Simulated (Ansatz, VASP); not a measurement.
**One calculation of Au, two programs**

```
Au
1.0
    -1.63241    1.63241    1.68213
     1.63241   -1.63241    1.68213
     1.63241    1.63241   -1.68213
Au
1
Direct
  0.00000 0.00000 0.00000
```

Change from the starting cell: strain -0.015 along x and y, +0.015 along z, atoms carried along.

Alike in both runs: task single point; functional r2SCAN; k mesh 20 × 20 × 20; occupations gaussian, width 0.15 eV; no spin polarisation.

|  | VASP | Ansatz |
| --- | --- | --- |
| version | VASP 6.6.1 | Ansatz 0.2.0 |
| potentials or method | VASP PAW PBE potentials, release 64 (Au), cutoff 520 eV | scalar-relativistic, plane waves, PAW |
| valence electrons in the cell | 11 | 19 |

```csv
,VASP,Ansatz,Ansatz less VASP
gap on the k mesh at the Fermi level (eV),none,none,-
pressure (GPa),-2.5,-2.8,-0.24
"traceless stress, the component that is largest in VASP (GPa)",0.13,0.12,-0.007
```

VASP's potentials were made for PBE, not for r2SCAN. A gap of «none» marks a metal or a gap that the smearing closes. VASP's potentials hold 11 valence electrons a cell and Ansatz's 19, so a difference there can come from the potentials and not from the codes.

Neither program's run includes spin-orbit coupling.
